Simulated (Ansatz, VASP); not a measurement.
**SiF in VASP and in Ansatz**

```
CELL_PARAMETERS angstrom
2.51118 0.00000 0.00000
0.00000 2.51118 0.00000
0.00000 0.00000 4.21214
ATOMIC_POSITIONS crystal
Si 0.50000 0.50000 0.80727
F 0.00000 0.00000 0.43017
```

Alike in both runs: functional PBE; k mesh 7 × 7 × 5; occupations gaussian, width 0.2 eV; no spin polarisation.

Ansatz relaxed the structure, and its values are those at the end. VASP's run is a single point on that final structure, the one shown.

|  | VASP | Ansatz |
| --- | --- | --- |
| version | VASP 6.6.1 | Ansatz 0.2.0 |
| potentials or method | VASP PAW PBE potentials, release 64 (Si, F), cutoff 600 eV | scalar-relativistic, plane waves, PAW |
| valence electrons in the cell | 11 | 11 |

```tsv
	VASP	Ansatz	Ansatz less VASP
gap on the k mesh at the Fermi level (eV)	none	none	-
pressure (GPa)	0.0	0.2	+0.20
rms of the force components (eV/Å)	0.005	0.005	-0.0004
```

A gap of «none» marks a metal or a gap that the smearing closes. With one functional, cell and mesh, what is left measures potentials, basis and numerics.
